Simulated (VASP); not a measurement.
# Ge (R-3m) in VASP: further runs

Ge is run at these levels: PBE, r2SCAN; tasks: single point.

Everything below comes from runs of VASP 6.6.1. Logs are shortened: lines on timing, memory, paths and dates and some standing lists are left out, and cuts for length are marked.

## 1. The cell of the first run

Symmetry: R-3m, No. 166, trigonal system. The conventional cell has a = 4.172 Å, b = 4.172 Å, c = 9.688 Å, α = 90.00°, β = 90.00°, γ = 120.00°. Ge (site symmetry 3m) has 4 Ge at 2.47 to 2.53 Å within 3.3 Å.

## 2. Single point, PBE (epitaxial 111 strain +4.0%)

Contents of INCAR:

```
PREC     = Accurate       # precision mode
ENCUT    = 520            # plane-wave cutoff, eV
EDIFF    = 1E-6           # SCF threshold, eV
ISMEAR   = -1             # smearing method
SIGMA    = 0.02           # smearing width, eV
LREAL    = F              # projectors in reciprocal space
LASPH    = T              # aspherical terms in the spheres
NELM     = 100            # most SCF steps
ALGO     = Normal         # electronic algorithm
ISIF     = 2              # what is computed and relaxed
LWAVE    = F              # write WAVECAR
LCHARG   = T              # write CHGCAR
GGA      = PE             # functional
LELF     = T              # ELF
LVHAR    = T            
NBANDS   = 21             # bands
```

Contents of KPOINTS:

```
Automatic mesh
0
Gamma
  8 8 8
```

Contents of POSCAR:

```
Ge
1.0
   -0.1020678716      2.8477132063      2.8477132063
    2.8477132063     -0.1020678716      2.8477132063
    2.8477132063      2.8477132063     -0.1020678716
Ge
2
Direct
   -0.0023224780     -0.0023224780     -0.0023224780
    0.2523224780      0.2523224780      0.2523224780
```

Potentials or basis: VASP PAW PBE potentials, release 64 (Ge_d).

Launch:

```sh
$ cat potpaw_PBE.64/Ge_d/POTCAR > POTCAR
$ mpirun -np 1 vasp_std > vasp.out
```

OUTCAR:

```text
PREC = Accurate
   ENCUT = 520
   EDIFF = 1E-6
   ISMEAR = -1
   LREAL = F
   LASPH = T
   NELM = 100
   ISIF = 2
   GGA = PE

 ion  position               nearest neighbor table
   1  0.998  0.998  0.998-   2 2.47   2 2.53   2 2.53   2 2.53
   2  0.252  0.252  0.252-   1 2.47   1 2.53   1 2.53   1 2.53

  LATTYP: Found a trigonal (rhomboedric) cell.
 ALAT       =     4.0285678424
 COS(alpha) =     0.4638600032

  Lattice vectors:

 A1 = (  -0.1020678716,   2.8477132063,   2.8477132063)
 A2 = (   2.8477132063,  -0.1020678716,   2.8477132063)
 A3 = (   2.8477132063,   2.8477132063,  -0.1020678716)

Analysis of symmetry for initial positions (statically):
=====================================================================
 Subroutine PRICEL returns:
 Original cell was already a primitive cell.

 Routine SETGRP: Setting up the symmetry group for a
 trigonal (rhombohedral) supercell.

 Subroutine GETGRP returns: Found 12 space group operations
 (whereof  6 operations were pure point group operations)
 out of a pool of 12 trial point group operations.

The static configuration has the point symmetry C_3v.
 The point group associated with its full space group is D_3d.

Analysis of symmetry for dynamics (positions and initial velocities):
=====================================================================
 Subroutine PRICEL returns:
 Original cell was already a primitive cell.

 Routine SETGRP: Setting up the symmetry group for a
 trigonal (rhombohedral) supercell.

 Subroutine GETGRP returns: Found 12 space group operations
 (whereof  6 operations were pure point group operations)
 out of a pool of 12 trial point group operations.

The dynamic configuration has the point symmetry C_3v.
 The point group associated with its full space group is D_3d.

 Subroutine INISYM returns: Found 12 space group operations
 (whereof  6 operations are pure point group operations),
 and found     1 'primitive' translations

----------------------------------------------------------------------------------------

                                     Primitive cell

  volume of cell :      48.6690

  direct lattice vectors                    reciprocal lattice vectors
    -0.102067872  2.847713206  2.847713206    -0.166410986  0.172597223  0.172597223
     2.847713206 -0.102067872  2.847713206     0.172597223 -0.166410986  0.172597223
     2.847713206  2.847713206 -0.102067872     0.172597223  0.172597223 -0.166410986

  length of vectors
     4.028567842  4.028567842  4.028567842     0.295418718  0.295418718  0.295418718

  position of ions in fractional coordinates (direct lattice)
     0.997677522  0.997677522  0.997677522
     0.252322478  0.252322478  0.252322478

  ion indices of the primitive-cell ions
   primitive index   ion index
                 1           1
                 2           2

----------------------------------------------------------------------------------------

 KPOINTS: Automatic mesh

Automatic generation of k-mesh.
 Grid dimensions read from file:
 generate k-points for:    8    8    8

 Generating k-lattice:

  Cartesian coordinates                     Fractional coordinates (reciprocal lattice)
    -0.020801373  0.021574653  0.021574653     0.125000000  0.000000000  0.000000000
     0.021574653 -0.020801373  0.021574653     0.000000000  0.125000000  0.000000000
     0.021574653  0.021574653 -0.020801373     0.000000000  0.000000000  0.125000000

  Length of vectors
     0.036927340  0.036927340  0.036927340

  Shift w.r.t. Gamma in fractional coordinates (k-lattice)
     0.000000000  0.000000000  0.000000000

 Subroutine IBZKPT returns following result:
 ===========================================

 Found     65 irreducible k-points:

 Following reciprocal coordinates:
            Coordinates               Weight
  0.000000  0.000000  0.000000      1.000000
  0.125000  0.000000 -0.000000      6.000000
  0.250000  0.000000 -0.000000      6.000000
  0.375000  0.000000  0.000000      6.000000
  0.500000  0.000000 -0.000000      3.000000
  0.125000  0.125000  0.000000      6.000000
[... 16 lines left out ...]
  0.250000  0.125000  0.125000      6.000000
  0.375000  0.125000  0.125000      6.000000
 [... further k-points ...]
   k-points           NKPTS =     65   k-points in BZ     NKDIM =     65   number of bands    NBANDS=     21
   number of dos      NEDOS =    301   number of ions     NIONS =      2
   total plane-waves  NPLWV =  27000
   dimension x,y,z NGX =    30 NGY =   30 NGZ =   30
   dimension x,y,z NGXF=    60 NGYF=   60 NGZF=   60
   ions per type =               2
   NGX,Y,Z   is equivalent  to a cutoff of  12.38, 12.38, 12.38 a.u.
   NGXF,Y,Z  is equivalent  to a cutoff of  24.76, 24.76, 24.76 a.u.
 SYSTEM =  unknown system
   PREC   = accura    normal or accurate (medium, high low for compatibility)
   ISTART =      0    job   : 0-new  1-cont  2-samecut
   ICHARG =      2    charge: 1-file 2-atom 10-const
   ISPIN  =      1    spin polarized calculation?
   LNONCOLLINEAR =      F non collinear calculations
   LSORBIT =      F    spin-orbit coupling
   LASPH  =      T    aspherical Exc in radial PAW
   ENCUT  =  520.0 eV  38.22 Ry    6.18 a.u.   7.49  7.49  7.49*2*pi/ulx,y,z
   NELM   =    100;   NELMIN=  2; NELMDL= -5     # of ELM steps
   EDIFF  = 0.1E-05   stopping-criterion for ELM
   LREAL  =      F    real-space projection
   EDIFFG = 0.1E-04   stopping-criterion for IOM
   NSW    =      0    number of steps for IOM
   IBRION =     -1    ionic relax: 0-MD 1-quasi-New 2-CG
   NFREE  =      0    steps in history (QN), initial steepest desc. (CG)
   ISIF   =      2    stress and relaxation
   ISYM   =      2    0-nonsym 1-usesym 2-fastsym
   POTIM  = 0.5000    time-step for ionic-motion
   TEBEG  =    0.0;   TEEND  =   0.0 temperature during run
   PSTRESS=    0.0 pullay stress
   NELECT =      28.0000    total number of electrons
   NUPDOWN=      -1.0000    fix difference up-down
   EMIN   =  10.00;   EMAX   =-10.00  energy-range for DOS
   EFERMI =   0.00;   METHOD = LEGACY
   ISMEAR =    -1;   SIGMA  =   0.02  broadening in eV -4-tet -1-fermi 0-gaus
   EFERMI_NEDOS =   21; number of points for ismear=-14 and -15
   IALGO  =     38    algorithm
   IMIX   =      4    mixing-type and parameters
     AMIX     =   0.40;   BMIX     =  1.00
     AMIX_MAG =   1.60;   BMIX_MAG =  1.00
  volume/ion in A,a.u.               =      24.33       164.22
  Fermi-wavevector in a.u.,A,eV,Ry     =   1.361581  2.573015 25.223873  1.853902
  Thomas-Fermi vector in A             =   2.488145
   LORBIT       =      0    0 simple, 1 ext, 2 COOP (PROOUT), +10 PAW based schemes
   GGA     = PE    functional components
   LHFCALC =     F    Hartree Fock is set to
   AEXX    =    0.0000 exact exchange contribution
   IVDW    =     0    specifies the selected vdW correction
   LEPSILON=     F    determine dielectric tensor
   LRPA    =     F    only Hartree local field effects (RPA)
 non-spin polarized calculation
  energy-cutoff  :      520.00
  volume of cell :       48.67
 maximum number of plane-waves:      1329
 NGX is ok and might be reduce to    30
   NGX = 15   NGY = 15   NGZ = 15

 number of electron      27.9999994 magnetization

 Free energy of the ion-electron system (eV)
  ---------------------------------------------------
  ext. energy  EPLUGINS =         0.00000000
  ---------------------------------------------------
  free energy    TOTEN  =        -8.99733004 eV

  energy without entropy =       -8.99691514  energy(sigma->0) =       -8.99712259

 E-fermi :   4.2067     XC(G=0):  -9.5892

 val. band max:        4.2016428667   @ k =   0.0000   0.0000   0.0000
 cond. band min:       4.3703045136   @ k =   0.2500   0.2500   0.2500
 fundamental gap:      0.1686616470
 Fermi energy:         4.2067127375

 k-point     1 :       0.0000    0.0000    0.0000
  band No.  band energies     occupation
      1     -20.4318      2.00000
      2     -20.3999      2.00000
      3     -20.3999      2.00000
      4     -20.3793      2.00000
      5     -20.3793      2.00000
      6     -20.2186      2.00000
[... 13 lines left out ...]
     20      13.6247      0.00000
     21      13.6247      0.00000

 k-point     2 :       0.1250    0.0000   -0.0000
  band No.  band energies     occupation
      1     -20.4348      2.00000
      2     -20.4088      2.00000
      3     -20.3996      2.00000
      4     -20.3715      2.00000
      5     -20.3699      2.00000
      6     -20.2227      2.00000
[... 13 lines left out ...]
     20      12.7180      0.00000
     21      12.9916      0.00000

 k-point     3 :       0.2500    0.0000   -0.0000
  band No.  band energies     occupation
      1     -20.4394      2.00000
      2     -20.4196      2.00000
      3     -20.3978      2.00000
      4     -20.3590      2.00000
      5     -20.3567      2.00000
      6     -20.2270      2.00000
[... 13 lines left out ...]
     20      12.3124      0.00000
     21      12.9413      0.00000

 k-point     4 :       0.3750    0.0000    0.0000
  band No.  band energies     occupation
      1     -20.4417      2.00000
      2     -20.4257      2.00000
      3     -20.3956      2.00000
      4     -20.3544      2.00000
      5     -20.3447      2.00000
      6     -20.2347      2.00000
[... 13 lines left out ...]
     20      13.1746      0.00000
     21      14.1971      0.00000

 k-point     5 :       0.5000    0.0000   -0.0000
  band No.  band energies     occupation
      1     -20.4421      2.00000
      2     -20.4275      2.00000
      3     -20.3946      2.00000
      4     -20.3537      2.00000
      5     -20.3403      2.00000
      6     -20.2390      2.00000
[... 13 lines left out ...]
     20      14.2055      0.00000
     21      14.5451      0.00000
[... 382 lines left out ...]
     20      15.4843      0.00000
     21      16.5811      0.00000

 k-point    22 :       0.1250    0.1250    0.1250
  band No.  band energies     occupation
      1     -20.4273      2.00000
      2     -20.4077      2.00000
      3     -20.4077      2.00000
      4     -20.3675      2.00000
      5     -20.3675      2.00000
      6     -20.2263      2.00000
[... 13 lines left out ...]
     20      12.6575      0.00000
     21      12.6575      0.00000

 k-point    23 :       0.2500    0.1250    0.1250
  band No.  band energies     occupation
      1     -20.4285      2.00000
      2     -20.4188      2.00000
      3     -20.4030      2.00000
      4     -20.3627      2.00000
      5     -20.3522      2.00000
      6     -20.2399      2.00000
[... 13 lines left out ...]
     20      12.5495      0.00000
     21      13.0666      0.00000

 k-point    24 :       0.3750    0.1250    0.1250
  band No.  band energies     occupation
      1     -20.4362      2.00000
      2     -20.4273      2.00000
      3     -20.3939      2.00000
      4     -20.3511      2.00000
      5     -20.3415      2.00000
      6     -20.2459      2.00000
[... 13 lines left out ...]
     20      13.3823      0.00000
     21      14.4833      0.00000

 [... further k-points ...]

------------------------ aborting loop because EDIFF is reached ----------------------------------------

  FORCE on cell =-STRESS in cart. coord.  units (eV):
  Direction    XX          YY          ZZ          XY          YZ          ZX
  --------------------------------------------------------------------------------------
  -------------------------------------------------------------------------------------
  Total       -0.2724488     -0.2724488     -0.2724488      0.5244138      0.5244138      0.5244138
  in kB       -8.9689846     -8.9689846     -8.9689846     17.2636427     17.2636427     17.2636427
  external PRESSURE =      -8.9689846 kB  Pullay stress =       0.0000000 kB

 VOLUME and BASIS-vectors are now :
 -----------------------------------------------------------------------------
  energy-cutoff  :      520.00
  volume of cell :       48.67
      direct lattice vectors                 reciprocal lattice vectors
    -0.102067872  2.847713206  2.847713206    -0.166410986  0.172597223  0.172597223
     2.847713206 -0.102067872  2.847713206     0.172597223 -0.166410986  0.172597223
     2.847713206  2.847713206 -0.102067872     0.172597223  0.172597223 -0.166410986

 POSITION                                       TOTAL-FORCE (eV/Angst)
 -----------------------------------------------------------------------------------
      5.58037      5.58037      5.58037        -0.033739     -0.033739     -0.033739
      1.41133      1.41133      1.41133         0.033739      0.033739      0.033739
 -----------------------------------------------------------------------------------
    total drift:                                0.000000      0.000000      0.000000

  FREE ENERGIE OF THE ION-ELECTRON SYSTEM (eV)
  ---------------------------------------------------
  free  energy   TOTEN  =        -8.9973300404 eV

  energy  without entropy=       -8.9969151355  energy(sigma->0) =       -8.99712259
```

It took 90 s on 1 thread of Intel Xeon 8259CL, shared host; peak memory 0.2 GiB.

Results:

* Free energy: -8.9973 eV
* Pressure: -0.9 GPa
* Largest force: 0.058 eV/Å
* Band gap on the k mesh: zero (bands 14 and 15 overlap by 0.40 eV)

Forces in eV/Å, atoms in the order of the input:
```
Ge  -0.034 -0.034 -0.034
Ge   0.034  0.034  0.034
```

Levels at points of the mesh, in eV from the Fermi level:
```tsv
k point	band 12	band 13	band 14	band 15	band 16	band 17
(0.00, 0.00, 0.00)	-0.59	-0.01	-0.01	0.33	2.47	2.47
(0.50, 0.00, 0.00)	-7.18	-1.17	-1.01	0.23	3.79	4.01
(0.50, 0.50, 0.00)	-8.42	-2.91	-2.52	0.69	1.21	8.73
(0.50, 0.50, 0.50)	-7.16	-1.43	-1.43	-0.41	3.60	3.60
```

Caveat: the cell differs from its parent crystal (epitaxial 111 strain +4.0%); semilocal functionals underestimate gaps, so a narrow gap can read as zero.

## 3. Single point, r2SCAN (epitaxial 111 strain +4.0%)

POSCAR is that of step 2.

Contents of INCAR.step1:

```
PREC = Accurate ; ENCUT = 520
ISMEAR = -1 ; SIGMA = 0.02
LREAL = F ; LASPH = T
NELM = 80 ; NBANDS = 21
GGA = PE ; ALGO = Normal
EDIFF = 1E-4 ; LWAVE = T
LCHARG = F
```

Contents of INCAR.step2:

```
PREC = Accurate ; ENCUT = 520
EDIFF = 1E-6 ; ISMEAR = -1
SIGMA = 0.02 ; LREAL = F
LASPH = T ; NELM = 80
ALGO = Normal ; ISIF = 2
LWAVE = F ; LCHARG = T
METAGGA = R2SCAN ; LMIXTAU = T
LELF = T ; LVHAR = T
NBANDS = 21 ; ISTART = 1
```

Contents of KPOINTS:

```
regular mesh
0
Gamma
  8 8 8
```

Potentials or basis: VASP PAW PBE potentials, release 64 (Ge_d).

Launch:

```sh
$ cat potpaw_PBE.64/Ge_d/POTCAR > POTCAR
$ cp INCAR.step1 INCAR
$ mpirun -np 1 vasp_std > vasp.out
$ cp INCAR.step2 INCAR
$ mpirun -np 1 vasp_std > vasp.out
```

Wall time 5.4 min (1 thread of Intel Xeon 8259CL, shared host); peak memory 0.2 GiB.

The run converged. Its results:

- Free energy: -27.6685 eV
- Pressure: -3.6 GPa
- Largest force: 0.010 eV/Å
- Band gap on the k mesh: zero (bands 14 and 15 overlap by 0.20 eV)

Forces on the atoms (eV/Å):
```
Ge  -0.006 -0.006 -0.006
Ge   0.006  0.006  0.006
```

Stress tensor (GPa, compression positive):
```
-3.62  1.84  1.84
 1.84 -3.62  1.84
 1.84  1.84 -3.62
```

Levels at points of the mesh, in eV from the Fermi level:
```
           k point  band 11  band 12  band 13  band 14  band 15  band 16  band 17  band 18
(0.00, 0.00, 0.00)   -12.64    -0.27     0.00     0.00     0.35     2.64     2.64     3.25
(0.50, 0.00, 0.00)   -10.71    -7.44    -1.24    -1.08     0.49     4.05     4.26     7.82
(0.50, 0.50, 0.00)    -8.92    -8.73    -3.05    -2.65     0.89     1.45     9.27     9.65
(0.50, 0.50, 0.50)   -10.36    -7.40    -1.51    -1.51    -0.21     3.86     3.86     7.35
```

Caveat: the cell differs from its parent crystal (epitaxial 111 strain +4.0%); the cell stands under tension; semilocal functionals underestimate gaps, so a narrow gap can read as zero; the PAW data sets were made with another functional, which shifts forces and pressure a little.
